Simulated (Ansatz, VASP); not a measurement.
## Al3GaN4 in VASP and in Ansatz

```xyz
8
Lattice="4.2407 0.0000 0.0000 0.0000 4.2407 0.0000 0.0000 0.0000 4.5058" Properties=species:S:1:pos:R:3 pbc="T T T"
Al    2.1204    2.1204    0.0000
Al    2.1204    0.0000    2.2529
Al    0.0000    2.1204    2.2529
Ga    0.0000    0.0000    0.0000
N     3.1581    3.1581    1.1503
N     3.1581    1.0826    3.3555
N     1.0826    3.1581    3.3555
N     1.0826    1.0826    1.1503
```

Alike in both runs: task single point; functional PBEsol; k mesh 6 × 6 × 6; occupations gaussian, width 0.05 eV; no spin polarisation.

|  | VASP | Ansatz |
| --- | --- | --- |
| version | VASP 6.6.1 | Ansatz 0.2.0 |
| potentials or method | VASP PAW PBE potentials, release 64 (Al, Ga_d, N), cutoff 520 eV | scalar-relativistic, plane waves, PAW |
| valence electrons in the cell | 42 | 42 |

Ansatz gave:

| Property | Result |
| --- | --- |
| gap on the k mesh at the Fermi level (eV) | 3.13 |
| least direct gap on the mesh (eV) | 3.17 |
| pressure (GPa) | 11.8 |
| traceless stress, the component that is largest in VASP (GPa) | -6.00 |
| rms of the force components (eV/Å) | 0.029 |

Task: What did VASP give for the same quantities?

Result: gap on the k mesh at the Fermi level (eV): 3.13; least direct gap on the mesh (eV): 3.16; pressure (GPa): 11.8; traceless stress, the component that is largest in VASP (GPa): -6.02; rms of the force components (eV/Å): 0.029.

VASP's potentials were made for PBE, not for PBEsol. Atom by atom the forces differ by 0.006 eV/Å (rms over components).
